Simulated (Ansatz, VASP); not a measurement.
**WC in VASP and in Ansatz**

POSCAR

```
WC
1.0
    0.0000000000      2.1630495024      2.1630495024
    2.1630495024      0.0000000000      2.1630495024
    2.1630495024      2.1630495024      0.0000000000
W C
1 1
Direct
    0.0000000000      0.0000000000      0.0000000000
    0.5000000000      0.5000000000      0.5000000000
```

File INCAR.step1:

```
PREC = Accurate ; ENCUT = 520
ISMEAR = -1 ; SIGMA = 0.1
LREAL = F ; LASPH = T
NELM = 100 ; NBANDS = 16
GGA = PE ; ALGO = Normal
EDIFF = 1E-4 ; LWAVE = T
LCHARG = F
```

Contents of INCAR.step2:

```
PREC = Accurate ; ENCUT = 520
EDIFF = 1E-6 ; ISMEAR = -1
SIGMA = 0.1 ; LREAL = F
LASPH = T ; NELM = 100
ALGO = Normal ; ISIF = 2
LWAVE = F ; LCHARG = F
METAGGA = R2SCAN ; LMIXTAU = T
NBANDS = 16 ; ISTART = 1
```

The input KPOINTS:

```
Automatic mesh
0
Gamma
  11 11 11
```

Input for Ansatz:

```yaml
crystal:
  lattice:
    - [0.0, 2.163049502396493, 2.163049502396493]
    - [2.163049502396493, 0.0, 2.163049502396493]
    - [2.163049502396493, 2.163049502396493, 0.0]
  atoms:
    - { symbol: W, position: [0.0, 0.0, 0.0] }
    - { symbol: C, position: [0.5, 0.5, 0.5] }
basis:
  ecutwfc: 517.016338673772
kpoints:
  mp_grid:
    grid: [11, 11, 11]
hamiltonian:
  xc: r2scan
scf:
  occupations:
    method: fermi_dirac
    width: 0.1
output:
  stress: true
```

Alike in both runs: task single point; functional r2SCAN; k mesh 11 × 11 × 11; occupations fermi-dirac, width 0.1 eV; no spin polarisation.

|  | VASP | Ansatz |
| --- | --- | --- |
| version | VASP 6.6.1 | Ansatz 0.2.0 |
| potentials or method | VASP PAW PBE potentials, release 64 (W_sv, C), cutoff 520 eV | plane waves, PAW |
| valence electrons in the cell | 18 | 18 |

Ansatz gave:

```
pressure (GPa) : 11.1
```

Question: Which values does VASP return?

Answer: Pressure (GPa): 12.9.

VASP's potentials were made for PBE, not for r2SCAN. With one functional, cell and mesh, what is left measures potentials, basis and numerics.

Neither program's run includes spin-orbit coupling.
